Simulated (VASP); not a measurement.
Input of a VASP 6.6.1 run:

Contents of INCAR:

```
SYSTEM = CoO
PREC = Accurate
ENCUT = 520
EDIFF = 1E-6
ISMEAR = 0
SIGMA = 0.03
LREAL = .FALSE.
LASPH = .TRUE.
NELM = 150
ALGO = Normal
ISIF = 2
LWAVE = .FALSE.
LCHARG = .FALSE.
ISPIN = 2
MAGMOM = 2 0
LORBIT = 11
LMAXMIX = 4
GGA = PE
NBANDS = 18
```

The input KPOINTS:

```
Automatic mesh
0
G
  11 11 11
  0 0 0
```

File POSCAR:

```
CoO
1.0
    0.0000000000      2.1315000000      2.1315000000
    2.1315000000      0.0000000000      2.1315000000
    2.1315000000      2.1315000000      0.0000000000
Co O
1 1
Direct
    0.0000000000      0.0000000000      0.0000000000
    0.5000000000      0.5000000000      0.5000000000
```

Potentials or basis: VASP PAW PBE potentials, release 64 (Co, O).

Launch:

```console
$ cat potpaw_PBE.64/Co/POTCAR potpaw_PBE.64/O/POTCAR > POTCAR
$ mpirun -np 1 vasp_std > vasp.out
```

Question: Estimate the pressure.

Answer: -2.6 GPa.

Question: What does it give for the site moments?

Answer: Co +2.57; O +0.30 μB.

Question: Predict the net moment.

Answer: 2.92 μB per cell.

Caveat: a cell with one magnetic atom can't hold antiferromagnetic order, which such compounds often take.
